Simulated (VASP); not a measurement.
BaTe: single point with PBE

The system is BaTe.

```xyz
2
Lattice="-3.1320 3.1320 2.5533 3.1320 -3.1320 2.5533 3.1320 3.1320 -2.5533" Properties=species:S:1:pos:R:3 pbc="T T T"
Ba    3.1320    0.0000    1.2766
Te    0.0000    0.0000    0.0000
```

The cell was built from a structure type or drawn by symmetry, and may not be a known phase.

```json
{
  "Program": "VASP 6.6.1",
  "Task": "single point",
  "Functional": "PBE",
  "Potentials or basis": "VASP PAW PBE potentials, release 64 (Ba_sv, Te)",
  "Cutoff": "520 eV",
  "k mesh": "8 × 8 × 8",
  "Occupations": "gaussian, width 0.02 eV",
  "Spin": "no spin polarisation",
  "Dipole correction": "no",
  "Further INCAR settings": "ALGO = Normal; EDIFF = 1e-06; NBANDS = 15"
}
```

The pressure is 0.3 GPa. The band gap on the k mesh is 1.86 eV (least direct gap 2.19 eV).

Stress tensor (GPa, compression positive):
```
0.35 0.00 0.00
0.00 0.35 0.00
0.00 0.00 0.18
```

Levels at points of the mesh, in eV from the valence-band top:
```csv
k point,band 5,band 6,band 7,band 8,band 9,band 10,band 11,band 12
"(0.00, 0.00, 0.00)",-9.41,-0.61,-0.61,-0.32,1.86,2.26,4.05,4.55
"(0.50, 0.00, 0.00)",-9.02,-1.53,-1.01,-0.75,3.31,3.40,4.02,5.10
"(0.50, 0.50, 0.00)",-8.86,-2.03,-0.78,-0.04,2.53,2.56,4.69,4.80
"(0.50, 0.50, 0.50)",-9.14,-0.94,-0.89,-0.89,2.84,3.60,4.64,4.64
```

Run time: 29 s on 1 thread of Intel(R) Xeon(R) 6975P-C (Granite Rapids) (shared host), peak memory 0.29 GiB.

Caveat: spin-orbit coupling is left out, which moves the levels of the heavy elements. A k mesh can miss the band edges.
